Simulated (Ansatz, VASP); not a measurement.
**Na: VASP beside Ansatz**

```
Na
1.0
    -2.14926    2.14926    2.11750
     2.14926   -2.14926    2.11750
     2.08574    2.08574   -2.11750
Na
1
Direct
  0.00000 0.00000 0.00000
```

Change from the starting cell: strain -0.0300 x Voigt [0, 0, 0, 0, 0, 1], atoms carried along.

Alike in both runs: task single point; functional PBE; k mesh 16 × 16 × 16; occupations gaussian, width 0.15 eV; no spin polarisation.

```csv
,VASP,Ansatz
version,VASP 6.6.1,Ansatz 0.2.0
potentials or method,"VASP PAW PBE potentials, release 64 (Na_pv), cutoff 520 eV","scalar-relativistic, plane waves, PAW"
valence electrons in the cell,7,9
```

|  | VASP | Ansatz | Ansatz less VASP |
| --- | --- | --- | --- |
| gap on the k mesh at the Fermi level (eV) | none | none | - |
| pressure (GPa) | -0.2 | -0.2 | +0.01 |
| traceless stress, the component that is largest in VASP (GPa) | 0.19 | 0.19 | -0.002 |

A gap of «none» marks a metal or a gap that the smearing closes. With one functional, cell and mesh, what is left measures potentials, basis and numerics. VASP's potentials hold 7 valence electrons a cell and Ansatz's 9, so a difference there can come from the potentials and not from the codes.
